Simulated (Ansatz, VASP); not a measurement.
# BiAs in VASP and in Ansatz

INCAR

```
PREC     = Accurate       # precision mode
ENCUT    = 520            # plane-wave cutoff, eV
EDIFF    = 1E-8           # SCF threshold, eV
ISMEAR   = -1             # smearing method
SIGMA    = 0.03           # smearing width, eV
LREAL    = F              # projectors in reciprocal space
LASPH    = T              # aspherical terms in the spheres
NELM     = 60             # most SCF steps
ALGO     = Normal         # electronic algorithm
ISIF     = 2              # what is computed and relaxed
LWAVE    = F              # write WAVECAR
LCHARG   = F              # write CHGCAR
GGA      = PE             # functional
LEFG     = T            
NBANDS   = 17             # bands
```

The input KPOINTS:

```
Automatic mesh
0
Gamma
  11 11 11
```

POSCAR

```
BiAs
1.0
    0.0000000000      3.0165143172      3.0165143172
    3.0165143172      0.0000000000      3.0165143172
    3.0165143172      3.0165143172      0.0000000000
As Bi
1 1
Direct
    0.0000000000      0.0000000000      0.0000000000
    0.5000000000      0.5000000000      0.5000000000
```

Input for Ansatz:

```yaml
crystal:
  lattice:
    - [0.0, 3.0165143172, 3.0165143172]
    - [3.0165143172, 0.0, 3.0165143172]
    - [3.0165143172, 3.0165143172, 0.0]
  atoms:
    - { symbol: As, position: [0.0, 0.0, 0.0] }
    - { symbol: Bi, position: [0.5, 0.5, 0.5] }
kpoints:
  mp_grid: { grid: [11, 11, 11] }
  band_path:
    path:
      - [0.0, 0.0, 0.0]
      - [0.5, 0.0, 0.5]
      - [0.625, 0.25, 0.625]
      - [0.375, 0.375, 0.75]
      - [0.0, 0.0, 0.0]
      - [0.5, 0.5, 0.5]
      - [0.5, 0.25, 0.75]
      - [0.5, 0.0, 0.5]
    npoints: 8
scf:
  occupations: { method: fermi_dirac, width: 0.03 }
hamiltonian:
  xc: pbe
  pseudopotentials: { kind: all_electron, datasets: crystal }
output:
  forces: true
  stress: true
  eigenvalues: true
  efg: { contact_densities: true }
```

Alike in both runs: task electric field gradients; functional PBE; k mesh 11 × 11 × 11; occupations fermi-dirac, width 0.03 eV; no spin polarisation.

|  | VASP | Ansatz |
| --- | --- | --- |
| version | VASP 6.6.1 | Ansatz 0.2.0 |
| potentials or method | VASP PAW PBE potentials, release 64 (As, Bi_d), cutoff 520 eV | all-electron PAW with datasets made for the crystal, scalar-relativistic |

|  | VASP | Ansatz | Ansatz less VASP |
| --- | --- | --- | --- |
| pressure (GPa) | 0.0 | 0.0 | 0.00 |

Ansatz ran all-electron here, and VASP with PAW potentials.

Spin-orbit coupling is off throughout.
